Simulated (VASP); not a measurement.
# K2Pt (Fmmm) in VASP: a series of runs, part 2 of 2

VASP 6.6.1. The steps go on from the part before.

## Step 3: Single point, LDA (strain -0.0100 x Voigt [1, -1, 0, 0, 0, 0])

Contents of INCAR:

```
SYSTEM = K2Pt
PREC = Accurate ; ENCUT = 520
EDIFF = 1E-6 ; ISMEAR = 0
SIGMA = 0.05 ; LREAL = .FALSE.
LASPH = .TRUE. ; NELM = 100
ALGO = Normal ; ISIF = 2
LWAVE = .FALSE. ; LCHARG = .FALSE.
NBANDS = 21
```

Contents of KPOINTS:

```
Automatic mesh
0
G
  6 6 6
  0 0 0
```

Contents of POSCAR:

```
K2Pt
1.0
    0.0000000000      3.8192777714      3.7814631400
    3.7436485086      0.0000000000      3.7814631400
    3.7436485086      3.8192777714      0.0000000000
K Pt
2 1
Direct
    0.7500000000      0.7500000000      0.7500000000
    0.2500000000      0.2500000000      0.2500000000
    0.0000000000      0.0000000000      0.0000000000
```

Potentials or basis: VASP PAW LDA potentials, release 64 (K_sv, Pt).

Command:

```console
$ cat potpaw_LDA.64/K_sv/POTCAR potpaw_LDA.64/Pt/POTCAR > POTCAR
$ mpirun -np 1 vasp_std > vasp.out
```

OUTCAR:

```text
SYSTEM = K2Pt
   PREC = Accurate
   ENCUT = 520
   EDIFF = 1E-6
   ISMEAR = 0
   LREAL = .FALSE.
   LASPH = .TRUE.
   NELM = 100
   ISIF = 2

 ion  position               nearest neighbor table
   1  0.750  0.750  0.750-   3 3.27   3 3.27   3 3.27   3 3.27   2 3.74   2 3.74   2 3.78   2 3.78

   2  0.250  0.250  0.250-   3 3.27   3 3.27   3 3.27   3 3.27   1 3.74   1 3.74   1 3.78   1 3.78

   3  0.000  0.000  0.000-   1 3.27   1 3.27   1 3.27   1 3.27   2 3.27   2 3.27   2 3.27   2 3.27

  LATTYP: Found a face centered orthorhombic cell.
 ALAT       =     7.4872970172
[... 765 lines left out ...]
     20       6.6051      0.00000
     21       6.7735      0.00000

 [... further k-points ...]
[... 5 lines left out ...]
  --------------------------------------------------------------------------------------
  -------------------------------------------------------------------------------------
  Total       -1.0732489     -1.3636824     -1.2165565      0.0000000      0.0000000      0.0000000
  in kB      -15.9017477    -20.2049432    -18.0250581      0.0000000      0.0000000      0.0000000
  external PRESSURE =     -18.0439163 kB  Pullay stress =       0.0000000 kB

 VOLUME and BASIS-vectors are now :
 -----------------------------------------------------------------------------
  energy-cutoff  :      520.00
  volume of cell :      108.13
      direct lattice vectors                 reciprocal lattice vectors
     0.000000000  3.819277771  3.781463140    -0.133559547  0.130914804  0.132223952
     3.743648509  0.000000000  3.781463140     0.133559547 -0.130914804  0.132223952
     3.743648509  3.819277771  0.000000000     0.133559547  0.130914804 -0.132223952

 POSITION                                       TOTAL-FORCE (eV/Angst)
 -----------------------------------------------------------------------------------
      5.61547      5.72892      5.67219         0.000000      0.000000     -0.000000
      1.87182      1.90964      1.89073        -0.000000     -0.000000      0.000000
      0.00000      0.00000      0.00000        -0.000000      0.000000      0.000000
 -----------------------------------------------------------------------------------
    total drift:                               -0.000000     -0.000000      0.000000

  FREE ENERGIE OF THE ION-ELECTRON SYSTEM (eV)
  ---------------------------------------------------
  free  energy   TOTEN  =        -9.4524556821 eV

  energy  without entropy=       -9.4524556820  energy(sigma->0) =       -9.45245568
```

OSZICAR:

```text
N       E                     dE             d eps       ncg     rms          rms(c)
DAV:   1     0.195672891728E+03    0.19567E+03   -0.12735E+04  1956   0.117E+03
DAV:   2     0.396717367519E+01   -0.19171E+03   -0.18200E+03  2244   0.343E+02
DAV:   3    -0.961684983793E+01   -0.13584E+02   -0.13478E+02  3319   0.693E+01
DAV:   4    -0.101039036375E+02   -0.48705E+00   -0.48626E+00  2779   0.119E+01
DAV:   5    -0.101258334737E+02   -0.21930E-01   -0.21928E-01  2956   0.161E+00    0.566E+00
DAV:   6    -0.956670385904E+01    0.55913E+00   -0.21684E+00  2175   0.573E+00    0.524E+00
DAV:   7    -0.949095893718E+01    0.75745E-01   -0.26358E-01  3244   0.245E+00    0.322E+00
DAV:   8    -0.945043451998E+01    0.40524E-01   -0.99957E-02  2132   0.160E+00    0.429E-01
DAV:   9    -0.945175059575E+01   -0.13161E-02   -0.78613E-03  2928   0.386E-01    0.196E-01
DAV:  10    -0.945232705844E+01   -0.57646E-03   -0.50316E-04  2102   0.133E-01    0.502E-02
DAV:  11    -0.945245217769E+01   -0.12512E-03   -0.29906E-04  2620   0.790E-02    0.288E-02
DAV:  12    -0.945245785350E+01   -0.56758E-05   -0.10355E-04  2056   0.359E-02    0.113E-02
DAV:  13    -0.945245740236E+01    0.45114E-06   -0.48386E-05  1982   0.250E-02    0.703E-03
DAV:  14    -0.945245568032E+01    0.17220E-05   -0.66579E-06  1899   0.105E-02    0.181E-03
DAV:  15    -0.945245568205E+01   -0.17344E-08   -0.17587E-07  1416   0.221E-03
   1 F= -.94524557E+01 E0= -.94524557E+01  d E =-.130328E-10
```

stdout:

```text
POSCAR found type information on POSCAR K Pt
 POSCAR found :  2 types and       3 ions
 scaLAPACK will be used
 LDA part: xc-table for (Slater(with rela. corr.)+CA(PZ))
 , standard interpolation
 POSCAR, INCAR and KPOINTS ok, starting setup
 FFT: planning ... GRIDC
 FFT: planning ... GRID_SOFT
 FFT: planning ... GRID
 WAVECAR not read
 entering main loop
```

Wall time 2.2 min (1 thread of AMD EPYC 7R13, shared host); peak memory 0.23 GiB.

Results:

```
Free energy            : -9.4525 eV
Pressure               : -1.8 GPa
Band gap on the k mesh : 1.31 eV (least direct gap 1.38 eV)
```

Caveat: the cell differs from its parent crystal (strain -0.0100 x Voigt [1, -1, 0, 0, 0, 0]); spin-orbit coupling is left out, which moves the levels of the heavy elements. A k mesh can miss the band edges.

## Step 4: Single point, LDA (strain +0.0050 x Voigt [1, -1, 0, 0, 0, 0])

Contents of INCAR:

```
ALGO = Normal ; EDIFF = 1E-6
ENCUT = 520 ; GGA = CA
ISIF = 2 ; ISMEAR = 0
LASPH = T ; LCHARG = F
LREAL = F ; LWAVE = F
NBANDS = 21 ; NELM = 100
PREC = Accurate ; SIGMA = 0.05
```

Contents of KPOINTS:

```
k-points
0
Gamma
  6 6 6
```

Contents of POSCAR:

```
K2Pt
1.0
    0.0000000000      3.7625558243      3.7814631400
    3.8003704557      0.0000000000      3.7814631400
    3.8003704557      3.7625558243      0.0000000000
K Pt
2 1
Direct
    0.7500000000      0.7500000000      0.7500000000
    0.2500000000      0.2500000000      0.2500000000
    0.0000000000      0.0000000000      0.0000000000
```

Command:

```console
$ cat potpaw_LDA.64/K_sv/POTCAR potpaw_LDA.64/Pt/POTCAR > POTCAR
$ mpirun -np 1 vasp_std > vasp.out
```

Run time: 2.3 min. Hardware: 1 thread of AMD EPYC 7R13, shared host; peak memory 0.23 GiB.

It converged, with:

- Free energy: -9.4535 eV
- Pressure: -1.8 GPa
- Band gap on the k mesh: 1.31 eV (least direct gap 1.39 eV)

Stress tensor (GPa, compression positive):
```
-1.91  0.00  0.00
 0.00 -1.70  0.00
 0.00  0.00 -1.80
```

Levels at points of the mesh, in eV from the valence-band top:
```
           k point  band 12  band 13  band 14  band 15  band 16  band 17
(0.00, 0.00, 0.00)    -0.07    -0.07    -0.07     3.46     3.48     3.50
(0.50, 0.00, 0.00)    -0.15    -0.08    -0.07     1.31     4.11     4.15
(0.50, 0.50, 0.00)    -0.07    -0.06     0.00     1.51     3.74     4.14
(0.50, 0.00, 0.50)    -0.06    -0.06     0.00     1.53     3.74     4.12
(0.00, 0.50, 0.50)    -0.07    -0.07     0.00     1.49     3.74     4.17
```

Caveat: the cell differs from its parent crystal (strain +0.0050 x Voigt [1, -1, 0, 0, 0, 0]); spin-orbit coupling is left out, which moves the levels of the heavy elements. A k mesh can miss the band edges.

## Step 5: Single point, LDA (strain +0.0125 x Voigt [1, -1, 0, 0, 0, 0])

Contents of INCAR:

```
SYSTEM = K2Pt
PREC = Accurate ; ENCUT = 520
EDIFF = 1E-6 ; ISMEAR = 0
SIGMA = 0.05 ; LREAL = .FALSE.
LASPH = .TRUE. ; NELM = 100
ALGO = Normal ; ISIF = 2
LWAVE = .FALSE. ; LCHARG = .FALSE.
GGA = CA ; NBANDS = 21
```

Contents of KPOINTS:

```
regular mesh
0
G
  6 6 6
  0 0 0
```

Contents of POSCAR:

```
K2Pt
1.0
    0.0000000000      3.7341948508      3.7814631400
    3.8287314292      0.0000000000      3.7814631400
    3.8287314292      3.7341948508      0.0000000000
K Pt
2 1
Direct
    0.7500000000      0.7500000000      0.7500000000
    0.2500000000      0.2500000000      0.2500000000
    0.0000000000      0.0000000000      0.0000000000
```

Command:

```console
$ cat potpaw_LDA.64/K_sv/POTCAR potpaw_LDA.64/Pt/POTCAR > POTCAR
$ mpirun -np 1 vasp_std > vasp.out
```

Run time: 2 min. Hardware: 1 thread of AMD EPYC 7R13, shared host; peak memory 0.23 GiB.

It converged, with:

```
Free energy            : -9.4517 eV
Pressure               : -1.8 GPa
Band gap on the k mesh : 1.31 eV (least direct gap 1.38 eV)
```

Stress tensor (GPa, compression positive):
```
-2.08  0.00  0.00
 0.00 -1.54  0.00
 0.00  0.00 -1.80
```

Levels at points of the mesh, in eV from the valence-band top:
```tsv
k point	band 12	band 13	band 14	band 15	band 16	band 17
(0.00, 0.00, 0.00)	-0.08	-0.07	-0.07	3.43	3.48	3.52
(0.50, 0.00, 0.00)	-0.15	-0.09	-0.07	1.31	4.07	4.18
(0.50, 0.50, 0.00)	-0.08	-0.06	-0.01	1.51	3.74	4.13
(0.50, 0.00, 0.50)	-0.06	-0.05	-0.01	1.56	3.75	4.08
(0.00, 0.50, 0.50)	-0.08	-0.08	0.00	1.45	3.73	4.20
```

Caveat: the cell differs from its parent crystal (strain +0.0125 x Voigt [1, -1, 0, 0, 0, 0]); spin-orbit coupling is left out, which moves the levels of the heavy elements. A k mesh can miss the band edges.

## Step 6: Overview

```csv
cell,gap on the mesh (eV),pressure (GPa)
"a = 5.308, b = 5.388, c = 5.348 Å, angles 59.3, 60.7, 60.0°, 3 atoms",1.31,-1.8
"a = 5.375, b = 5.321, c = 5.348 Å, angles 60.5, 59.5, 60.0°, 3 atoms",1.31,-1.8
"a = 5.334, b = 5.361, c = 5.348 Å, angles 59.8, 60.2, 60.0°, 3 atoms",1.31,-1.8
"a = 5.314, b = 5.381, c = 5.348 Å, angles 59.4, 60.6, 60.0°, 3 atoms",1.31,-1.8
```

Alike in all rows: task single point; level LDA; potentials or basis VASP PAW LDA potentials, release 64 (K_sv, Pt); no spin polarisation; k mesh 6 × 6 × 6; cutoff (eV) 520; smearing gaussian 0.05 eV.

Caveats: spin-orbit coupling is left out, which moves the levels of the heavy elements.

Total energies depend on the potentials used, so only differences within one code and one set of settings carry meaning.
